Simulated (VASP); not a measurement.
Re2B:

```
Re B
1.0
     4.74544    0.00000    0.00000
     0.00000    4.88993    0.00000
     0.00000    0.00000    3.19405
Re B
4 2
Direct
  0.22500 0.82500 0.50000
  0.72500 0.67500 0.00000
  0.77500 0.17500 0.50000
  0.27500 0.32500 0.00000
  0.50000 0.50000 0.50000
  0.00000 0.00000 0.00000
```

| Quantity | Value |
| --- | --- |
| Program | VASP 6.6.1 |
| Task | relaxation of cell and atoms |
| Functional | PBE |
| Potentials or basis | VASP PAW PBE potentials, release 64 (Re, B) |
| Cutoff | 600 eV |
| k mesh | 4 × 4 × 6 |
| Occupations | gaussian, width 0.1 eV |
| Spin | no spin polarisation |

At the start: pressure 12.0 GPa; volume 12.35 Å³/atom.

Task: Where does the relaxation end?

Result: Over 18 steps the energy falls by 237.4 meV/atom and the volume is 12.49 Å³/atom (+1.1 %); space group Pnnm (No. 58, to 0.05 Å).

Step by step:
```csv
step,energy change (eV),largest force (eV/Å),pressure (GPa),volume (Å³)
1,0.0000,1.5921,11.98,74.12
2,-0.0953,0.6238,-27.11,84.23
3,-0.4965,1.0949,-11.85,79.28
4,-0.9791,1.0183,0.78,75.13
5,-0.9969,1.0078,-1.56,75.72
6,-1.2189,0.6614,5.31,73.64
7,-1.2223,0.6724,6.58,73.34
8,-1.2365,0.8844,-7.65,76.60
9,-1.2907,0.6957,-1.48,75.03
10,-1.3572,0.4014,-1.06,74.93
11,-1.3925,0.0157,0.37,74.78
12,-1.4098,0.2970,0.52,74.97
13,-1.4152,0.1930,0.39,74.92
14,-1.4222,0.1069,-1.14,75.21
15,-1.4222,0.1044,-1.03,75.19
16,-1.4210,0.0392,1.98,74.50
17,-1.4239,0.0652,0.26,74.89
18,-1.4243,0.0140,-0.01,74.96
```

Final structure:
```
Re B
1.0
     4.72581    0.00000    0.00000
     0.00000    5.16134    0.00000
     0.00000    0.00000    3.07328
Re B
4 2
Cartesian
  1.2667 4.4393 1.5366
  3.6296 3.3027 3.0733
  3.4591 0.7220 1.5366
  1.0962 1.8586 0.0000
  2.3629 2.5807 1.5366
  0.0000 0.0000 0.0000
```
